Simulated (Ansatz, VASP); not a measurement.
## Two plane-wave programs on TePb

The input POSCAR:

```
TePb
1.0
    0.0000000000      3.3005152173      3.3005152173
    3.3005152173      0.0000000000      3.3005152173
    3.3005152173      3.3005152173      0.0000000000
Pb Te
1 1
Direct
    0.0000000000      0.0000000000      0.0000000000
    0.5000000000      0.5000000000      0.5000000000
```

Contents of INCAR.step1:

```
SYSTEM = TePb
PREC = Accurate
ENCUT = 520
EDIFF = 1E-5
ISMEAR = 0
SIGMA = 0.01
LREAL = .False.
LASPH = .True.
NELM = 60
ALGO = Normal
ISIF = 2
LWAVE = .True.
GGA = PE
NBANDS = 17
KPAR = 4
```

File INCAR.step2:

```
SYSTEM = TePb
PREC = Accurate
ENCUT = 520
EDIFF = 1E-6
ISMEAR = 0
SIGMA = 0.01
LREAL = .False.
LASPH = .True.
NELM = 60
ALGO = Normal
ISIF = 2
LWAVE = .False.
LCHARG = .True.
GGA = PE
LHFCALC = .True.
HFSCREEN = 0.2079
PRECFOCK = Normal
LVHAR = .True.
ISTART = 1
NBANDS = 17
KPAR = 4
```

File KPOINTS:

```
regular mesh
0
Gamma
  6 6 6
  0 0 0
```

Input for Ansatz:

```yaml
crystal:
  lattice:
    - [0.0, 3.3005152173, 3.3005152173]
    - [3.3005152173, 0.0, 3.3005152173]
    - [3.3005152173, 3.3005152173, 0.0]
  atoms:
    - { symbol: Pb, position: [0.0, 0.0, 0.0] }
    - { symbol: Te, position: [0.5, 0.5, 0.5] }
kpoints:
  mp_grid: { grid: [6, 6, 6] }
  band_path:
    path:
      - [0.0, 0.0, 0.0]
      - [0.5, 0.0, 0.5]
      - [0.625, 0.25, 0.625]
      - [0.375, 0.375, 0.75]
      - [0.5, 0.5, 0.5]
      - [0.5, 0.25, 0.75]
      - [0.0, 0.0, 0.5]
    npoints: 1
hamiltonian:
  xc: hse06
scf:
  occupations: { method: fixed }
  n_extra_bands: 4
output:
  forces: true
  stress: true
  eigenvalues: true
  write_density: true
  write_potential: true
  elf: true
  volumetric_format: npy
```

Change from the starting cell: hydrostatic strain +1.0%.

Alike in both runs: task single point; functional HSE06; k mesh 6 × 6 × 6; no spin polarisation.

|  | VASP | Ansatz |
| --- | --- | --- |
| version | VASP 6.6.1 | Ansatz 0.2.0 |
| potentials or method | VASP PAW PBE potentials, release 64 (Pb_d, Te) | plane waves, PAW |
| plane-wave cutoff (eV) | 520 | 420 |
| occupations | gaussian, width 0.01 eV | fixed |
| valence electrons in the cell | 20 | 30 |

```tsv
	VASP	Ansatz	Ansatz less VASP
gap on the k mesh at the Fermi level (eV)	1.23	1.26	+0.034
pressure (GPa)	-1.6	-1.5	+0.17
```

VASP's potentials hold 20 valence electrons a cell and Ansatz's 30, so a difference there can come from the potentials and not from the codes. Ansatz's warnings: stress exchange threshold loose, stress scf threshold loose.

Spin-orbit coupling is off throughout.
